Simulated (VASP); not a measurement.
# Mg (Im-3m) in VASP: further runs, part 2 of 2

VASP 6.6.1.

### 3 Single point, PBEsol

This run uses another cell than the first one, of 13.20 Å³/atom, 1.025 times its volume.

File INCAR:

```
SYSTEM = Mg
PREC = Accurate
ENCUT = 520
EDIFF = 1E-6
ISMEAR = 0
SIGMA = 0.1
LREAL = .FALSE.
LASPH = .TRUE.
NELM = 100
ALGO = Normal
ISIF = 2
LWAVE = .FALSE.
LCHARG = .FALSE.
GGA = PS
NBANDS = 7
```

File KPOINTS:

```
regular mesh
0
G
  11 11 11
  0 0 0
```

File POSCAR:

```
Mg
1.0
   -1.4887030327      1.4887030327      1.4887030327
    1.4887030327     -1.4887030327      1.4887030327
    1.4887030327      1.4887030327     -1.4887030327
Mg
1
Direct
    0.0000000000      0.0000000000      0.0000000000
```

Potentials or basis: VASP PAW PBE potentials, release 64 (Mg).

On the command line:

```bash
$ cat potpaw_PBE.64/Mg/POTCAR > POTCAR
$ mpirun -np 1 vasp_std > vasp.out
```

OUTCAR:

```text
SYSTEM = Mg
   PREC = Accurate
   ENCUT = 520
   EDIFF = 1E-6
   ISMEAR = 0
   LREAL = .FALSE.
   LASPH = .TRUE.
   NELM = 100
   ISIF = 2
   GGA = PS

 ion  position               nearest neighbor table
   1  0.000  0.000  0.000-

  LATTYP: Found a body centered cubic cell.
 ALAT       =     2.9774060654

  Lattice vectors:

 A1 = (  -1.4887030327,   1.4887030327,   1.4887030327)
 A2 = (   1.4887030327,  -1.4887030327,   1.4887030327)
 A3 = (   1.4887030327,   1.4887030327,  -1.4887030327)

Analysis of symmetry for initial positions (statically):
=====================================================================
 Subroutine PRICEL returns:
 Original cell was already a primitive cell.

 Routine SETGRP: Setting up the symmetry group for a
 body centered cubic supercell.

 Subroutine GETGRP returns: Found 48 space group operations
 (whereof 48 operations were pure point group operations)
 out of a pool of 48 trial point group operations.

The static configuration has the point symmetry O_h .

Analysis of symmetry for dynamics (positions and initial velocities):
=====================================================================
 Subroutine PRICEL returns:
 Original cell was already a primitive cell.

 Routine SETGRP: Setting up the symmetry group for a
 body centered cubic supercell.

 Subroutine GETGRP returns: Found 48 space group operations
 (whereof 48 operations were pure point group operations)
 out of a pool of 48 trial point group operations.

The dynamic configuration has the point symmetry O_h .

 Subroutine INISYM returns: Found 48 space group operations
 (whereof 48 operations are pure point group operations),
 and found     1 'primitive' translations

----------------------------------------------------------------------------------------

                                     Primitive cell

  volume of cell :      13.1973

  direct lattice vectors                    reciprocal lattice vectors
    -1.488703033  1.488703033  1.488703033     0.000000000  0.335862821  0.335862821
     1.488703033 -1.488703033  1.488703033     0.335862821  0.000000000  0.335862821
     1.488703033  1.488703033 -1.488703033     0.335862821  0.335862821  0.000000000

  length of vectors
     2.578509290  2.578509290  2.578509290     0.474981756  0.474981756  0.474981756

  position of ions in fractional coordinates (direct lattice)
     0.000000000  0.000000000  0.000000000

  ion indices of the primitive-cell ions
   primitive index   ion index
                 1           1

----------------------------------------------------------------------------------------

 KPOINTS: regular mesh

Automatic generation of k-mesh.
 Grid dimensions read from file:
 generate k-points for:   11   11   11

 Generating k-lattice:

  Cartesian coordinates                     Fractional coordinates (reciprocal lattice)
     0.000000000  0.030532984  0.030532984     0.090909091  0.000000000  0.000000000
     0.030532984  0.000000000  0.030532984     0.000000000  0.090909091  0.000000000
     0.030532984  0.030532984  0.000000000     0.000000000  0.000000000  0.090909091

  Length of vectors
     0.043180160  0.043180160  0.043180160

  Shift w.r.t. Gamma in fractional coordinates (k-lattice)
     0.000000000  0.000000000  0.000000000

 Subroutine IBZKPT returns following result:
 ===========================================

 Found     56 irreducible k-points:

 Following reciprocal coordinates:
            Coordinates               Weight
  0.000000  0.000000  0.000000      1.000000
  0.090909  0.000000  0.000000     12.000000
  0.181818  0.000000  0.000000     12.000000
  0.272727  0.000000  0.000000     12.000000
  0.363636  0.000000  0.000000     12.000000
  0.454545  0.000000  0.000000     12.000000
[... 16 lines left out ...]
  0.272727  0.181818  0.090909     48.000000
  0.363636  0.181818  0.090909     24.000000
 [... further k-points ...]
   k-points           NKPTS =     56   k-points in BZ     NKDIM =     56   number of bands    NBANDS=      7
   number of dos      NEDOS =    301   number of ions     NIONS =      1
   total plane-waves  NPLWV =   8000
   dimension x,y,z NGX =    20 NGY =   20 NGZ =   20
   dimension x,y,z NGXF=    40 NGYF=   40 NGZF=   40
   ions per type =               1
   NGX,Y,Z   is equivalent  to a cutoff of  12.89, 12.89, 12.89 a.u.
   NGXF,Y,Z  is equivalent  to a cutoff of  25.79, 25.79, 25.79 a.u.
 SYSTEM =  Mg
   PREC   = accura    normal or accurate (medium, high low for compatibility)
   ISTART =      0    job   : 0-new  1-cont  2-samecut
   ICHARG =      2    charge: 1-file 2-atom 10-const
   ISPIN  =      1    spin polarized calculation?
   LNONCOLLINEAR =      F non collinear calculations
   LSORBIT =      F    spin-orbit coupling
   LASPH  =      T    aspherical Exc in radial PAW
   ENCUT  =  520.0 eV  38.22 Ry    6.18 a.u.   4.79  4.79  4.79*2*pi/ulx,y,z
   NELM   =    100;   NELMIN=  2; NELMDL= -5     # of ELM steps
   EDIFF  = 0.1E-05   stopping-criterion for ELM
   LREAL  =      F    real-space projection
   EDIFFG = 0.1E-04   stopping-criterion for IOM
   NSW    =      0    number of steps for IOM
   IBRION =     -1    ionic relax: 0-MD 1-quasi-New 2-CG
   NFREE  =      0    steps in history (QN), initial steepest desc. (CG)
   ISIF   =      2    stress and relaxation
   ISYM   =      2    0-nonsym 1-usesym 2-fastsym
   POTIM  = 0.5000    time-step for ionic-motion
   TEBEG  =    0.0;   TEEND  =   0.0 temperature during run
   PSTRESS=    0.0 pullay stress
   NELECT =       2.0000    total number of electrons
   NUPDOWN=      -1.0000    fix difference up-down
   EMIN   =  10.00;   EMAX   =-10.00  energy-range for DOS
   EFERMI =   0.00;   METHOD = LEGACY
   ISMEAR =     0;   SIGMA  =   0.10  broadening in eV -4-tet -1-fermi 0-gaus
   EFERMI_NEDOS =   21; number of points for ismear=-14 and -15
   IALGO  =     38    algorithm
   IMIX   =      4    mixing-type and parameters
     AMIX     =   0.40;   BMIX     =  1.00
     AMIX_MAG =   1.60;   BMIX_MAG =  1.00
  volume/ion in A,a.u.               =      13.20        89.06
  Fermi-wavevector in a.u.,A,eV,Ry     =   0.872817  1.649386 10.365059  0.761810
  Thomas-Fermi vector in A             =   1.992121
   LORBIT       =      0    0 simple, 1 ext, 2 COOP (PROOUT), +10 PAW based schemes
   GGA     = PS    functional components
   LHFCALC =     F    Hartree Fock is set to
   AEXX    =    0.0000 exact exchange contribution
   IVDW    =     0    specifies the selected vdW correction
   LEPSILON=     F    determine dielectric tensor
   LRPA    =     F    only Hartree local field effects (RPA)
 non-spin polarized calculation
 Gauss-broadening in eV      SIGMA  =   0.10
  energy-cutoff  :      520.00
  volume of cell :       13.20
 maximum number of plane-waves:       370
   NGX =  9   NGY =  9   NGZ =  9

 number of electron       2.0000000 magnetization

 Free energy of the ion-electron system (eV)
  ---------------------------------------------------
  ext. energy  EPLUGINS =         0.00000000
  ---------------------------------------------------
  free energy    TOTEN  =        -0.65918657 eV

  energy without entropy =       -0.65725313  energy(sigma->0) =       -0.65821985

 E-fermi :   6.4256     XC(G=0): -10.4791

 val. band max:        6.4172173659   @ k =   0.3636   0.1818   0.0909
 cond. band min:       6.4849306049   @ k =  -0.3636  -0.3636   0.0909
 fundamental gap:      0.0677132390
 Fermi energy:         6.4256030696

 k-point     1 :       0.0000    0.0000    0.0000
  band No.  band energies     occupation
      1      -3.4072      2.00000
      2      23.4866      0.00000
      3      23.4866      0.00000
      4      23.4866      0.00000
      5      26.2219      0.00000
      6      26.2219      0.00000
      7      27.9714      0.00000

 k-point     2 :       0.0909    0.0000    0.0000
  band No.  band energies     occupation
      1      -3.1242      2.00000
      2      21.0353      0.00000
      3      22.1904      0.00000
      4      23.1573      0.00000
      5      24.8229      0.00000
      6      25.0172      0.00000
      7      29.3753      0.00000
[... 201 lines left out ...]
 k-point    23 :       0.2727    0.1818    0.0909
  band No.  band energies     occupation
      1       3.2178      2.00000
      2       8.5874      0.00000
      3      11.5300      0.00000
      4      16.6782      0.00000
      5      27.8278      0.00000
      6      30.1167      0.00000
      7      31.7834      0.00000

 k-point    24 :       0.3636    0.1818    0.0909
  band No.  band energies     occupation
      1       5.0879      2.00000
      2       6.4172      1.09440
      3      11.2375      0.00000
      4      16.3811      0.00000
      5      27.7880      0.00000
      6      30.3771      0.00000
      7      31.9404      0.00000

 [... further k-points ...]
[... 5 lines left out ...]
  --------------------------------------------------------------------------------------
  -------------------------------------------------------------------------------------
  Total        4.6146200      4.6146200      4.6146200     -0.0000000     -0.0000000     -0.0000000
  in kB      560.2247817    560.2247817    560.2247817     -0.0000000     -0.0000000     -0.0000000
  external PRESSURE =     560.2247817 kB  Pullay stress =       0.0000000 kB

 VOLUME and BASIS-vectors are now :
 -----------------------------------------------------------------------------
  energy-cutoff  :      520.00
  volume of cell :       13.20
      direct lattice vectors                 reciprocal lattice vectors
    -1.488703033  1.488703033  1.488703033     0.000000000  0.335862821  0.335862821
     1.488703033 -1.488703033  1.488703033     0.335862821  0.000000000  0.335862821
     1.488703033  1.488703033 -1.488703033     0.335862821  0.335862821  0.000000000

 POSITION                                       TOTAL-FORCE (eV/Angst)
 -----------------------------------------------------------------------------------
      0.00000      0.00000      0.00000         0.000000      0.000000      0.000000
 -----------------------------------------------------------------------------------
    total drift:                                0.000000      0.000000      0.000000

  FREE ENERGIE OF THE ION-ELECTRON SYSTEM (eV)
  ---------------------------------------------------
  free  energy   TOTEN  =        -0.6591865736 eV

  energy  without entropy=       -0.6572531323  energy(sigma->0) =       -0.65821985
```

stdout:

```text
POSCAR found type information on POSCAR Mg
 POSCAR found :  1 types and       1 ions
 scaLAPACK will be used
 -----------------------------------------------------------------------------
|                                                                             |
|                                                                             |
|     You enforced a specific xc type in the INCAR file but a different       |
|     I HOPE YOU KNOW WHAT YOU ARE DOING!                                     |
|                                                                             |
 -----------------------------------------------------------------------------

 LDA part: xc-table for (Slater+PW92), standard interpolation
 POSCAR, INCAR and KPOINTS ok, starting setup
 FFT: planning ... GRIDC
 FFT: planning ... GRID_SOFT
 FFT: planning ... GRID
 WAVECAR not read
 entering main loop
```

It took 2.5 s on 1 thread of Intel Xeon 6975P-C, shared host; peak memory 0.12 GiB.

What came out:

```yaml
Free_energy: -0.6592 eV
Pressure: 56.0 GPa
Band_gap_on_the_k_mesh: zero (band 1 reaches 8.88 eV, above the bottom of band 2 at 5.55 eV)
```

Caveat: the PAW data sets were made with another functional, which shifts forces and pressure a little.

### 4 Single point, PBEsol

This run uses another cell than the first one, of 13.52 Å³/atom, 1.050 times its volume.

Changes to INCAR since step 3:

```diff
@@ -8,3 +8,3 @@
 LASPH = .TRUE.
-NELM = 100
+NELM = 80
 ALGO = Normal
```

KPOINTS is that of step 3.

File POSCAR:

```
Mg
1.0
   -1.5007092208      1.5007092208      1.5007092208
    1.5007092208     -1.5007092208      1.5007092208
    1.5007092208      1.5007092208     -1.5007092208
Mg
1
Direct
    0.0000000000      0.0000000000      0.0000000000
```

Potentials or basis: VASP PAW PBE potentials, release 64 (Mg).

On the command line:

```bash
$ cat potpaw_PBE.64/Mg/POTCAR > POTCAR
$ mpirun -np 1 vasp_std > vasp.out
```

OUTCAR:

```text
SYSTEM = Mg
   PREC = Accurate
   ENCUT = 520
   EDIFF = 1E-6
   ISMEAR = 0
   LREAL = .FALSE.
   LASPH = .TRUE.
   NELM = 80
   ISIF = 2
   GGA = PS

 ion  position               nearest neighbor table
   1  0.000  0.000  0.000-

  LATTYP: Found a body centered cubic cell.
 ALAT       =     3.0014184416

  Lattice vectors:

 A1 = (  -1.5007092208,   1.5007092208,   1.5007092208)
 A2 = (   1.5007092208,  -1.5007092208,   1.5007092208)
 A3 = (   1.5007092208,   1.5007092208,  -1.5007092208)

Analysis of symmetry for initial positions (statically):
=====================================================================
 Subroutine PRICEL returns:
 Original cell was already a primitive cell.

 Routine SETGRP: Setting up the symmetry group for a
 body centered cubic supercell.

 Subroutine GETGRP returns: Found 48 space group operations
 (whereof 48 operations were pure point group operations)
 out of a pool of 48 trial point group operations.

The static configuration has the point symmetry O_h .

Analysis of symmetry for dynamics (positions and initial velocities):
[... 158 lines left out ...]

 val. band max:        6.2145120030   @ k =   0.3636   0.1818   0.0909
 cond. band min:       6.2950751613   @ k =  -0.3636  -0.3636   0.0909
 fundamental gap:      0.0805631584
 Fermi energy:         6.2255267117

 k-point     1 :       0.0000    0.0000    0.0000
  band No.  band energies     occupation
      1      -3.4730      2.00000
      2      23.0840      0.00000
      3      23.0840      0.00000
      4      23.0840      0.00000
      5      25.7826      0.00000
      6      25.7826      0.00000
      7      27.5049      0.00000
[... 221 lines left out ...]
 k-point    24 :       0.3636    0.1818    0.0909
  band No.  band energies     occupation
      1       4.9104      2.00000
      2       6.2145      1.12379
      3      10.9842      0.00000
      4      15.9434      0.00000
      5      27.2931      0.00000
      6      29.8271      0.00000
      7      31.3980      0.00000

 [... further k-points ...]

------------------------ aborting loop because EDIFF is reached ----------------------------------------

  FORCE on cell =-STRESS in cart. coord.  units (eV):
  Direction    XX          YY          ZZ          XY          YZ          ZX
  --------------------------------------------------------------------------------------
  -------------------------------------------------------------------------------------
  Total        4.3066889      4.3066889      4.3066889      0.0000000     -0.0000000      0.0000000
  in kB      510.3926775    510.3926775    510.3926775      0.0000000     -0.0000000      0.0000000
  external PRESSURE =     510.3926775 kB  Pullay stress =       0.0000000 kB

 VOLUME and BASIS-vectors are now :
 -----------------------------------------------------------------------------
  energy-cutoff  :      520.00
  volume of cell :       13.52
      direct lattice vectors                 reciprocal lattice vectors
    -1.500709221  1.500709221  1.500709221     0.000000000  0.333175803  0.333175803
     1.500709221 -1.500709221  1.500709221     0.333175803  0.000000000  0.333175803
     1.500709221  1.500709221 -1.500709221     0.333175803  0.333175803  0.000000000

 POSITION                                       TOTAL-FORCE (eV/Angst)
 -----------------------------------------------------------------------------------
      0.00000      0.00000      0.00000        -0.000000     -0.000000     -0.000000
 -----------------------------------------------------------------------------------
    total drift:                                0.000000      0.000000     -0.000000

  FREE ENERGIE OF THE ION-ELECTRON SYSTEM (eV)
  ---------------------------------------------------
  free  energy   TOTEN  =        -0.7667044091 eV

  energy  without entropy=       -0.7648030650  energy(sigma->0) =       -0.76575374
```

OSZICAR:

```text
N       E                     dE             d eps       ncg     rms          rms(c)
DAV:   1     0.240125053466E+00    0.24013E+00   -0.87779E+02   875   0.200E+02
DAV:   2    -0.799491811376E+00   -0.10396E+01   -0.96959E+00  1162   0.145E+01
DAV:   3    -0.801549990639E+00   -0.20582E-02   -0.20578E-02   917   0.809E-01
DAV:   4    -0.801552580154E+00   -0.25895E-05   -0.25893E-05  1169   0.206E-02
DAV:   5    -0.801552590753E+00   -0.10598E-07   -0.99613E-08   952   0.848E-04    0.738E-01
DAV:   6    -0.780437516613E+00    0.21115E-01   -0.16783E-04   973   0.994E-02    0.469E-01
DAV:   7    -0.766818166310E+00    0.13619E-01   -0.48660E-04   854   0.168E-01    0.186E-02
DAV:   8    -0.766712855070E+00    0.10531E-03   -0.14482E-05  1050   0.240E-02    0.546E-03
DAV:   9    -0.766704327744E+00    0.85273E-05   -0.32039E-06   931   0.106E-02    0.626E-04
DAV:  10    -0.766704409069E+00   -0.81325E-07   -0.54289E-08   476   0.146E-03
   1 F= -.76670441E+00 E0= -.76575374E+00  d E =-.190134E-02
```

stdout:

```text
POSCAR found type information on POSCAR Mg
 POSCAR found :  1 types and       1 ions
 scaLAPACK will be used
 -----------------------------------------------------------------------------
|                                                                             |
|                                                                             |
|     You enforced a specific xc type in the INCAR file but a different       |
|     I HOPE YOU KNOW WHAT YOU ARE DOING!                                     |
|                                                                             |
 -----------------------------------------------------------------------------

 LDA part: xc-table for (Slater+PW92), standard interpolation
 POSCAR, INCAR and KPOINTS ok, starting setup
 FFT: planning ... GRIDC
 FFT: planning ... GRID_SOFT
 FFT: planning ... GRID
 WAVECAR not read
 entering main loop
```

It took 2.8 s on 1 thread of Intel Xeon 6975P-C, shared host; peak memory 0.12 GiB.

Results:

| Quantity | Value |
| --- | --- |
| Free energy | -0.7667 eV |
| Pressure | 51.0 GPa |
| Band gap on the k mesh | zero (band 1 reaches 8.68 eV, above the bottom of band 2 at 5.36 eV) |

Caveat: the PAW data sets were made with another functional, which shifts forces and pressure a little.

### 5 The runs side by side

```csv
cell,gap on the mesh (eV),pressure (GPa)
"a = 2.557 Å, angles 109.5°, 1 atom",none,61.5
"a = 2.579 Å, angles 109.5°, 1 atom",none,56.0
"a = 2.599 Å, angles 109.5°, 1 atom",none,51.0
```

Alike in all rows: task single point; level PBEsol; potentials or basis VASP PAW PBE potentials, release 64 (Mg); no spin polarisation; k mesh 11 × 11 × 11; cutoff (eV) 520; smearing gaussian 0.1 eV.

Caveats: the PAW data sets were made with another functional, which shifts forces and pressure a little.

Absolute energies hang on the potentials; compare differences alone.
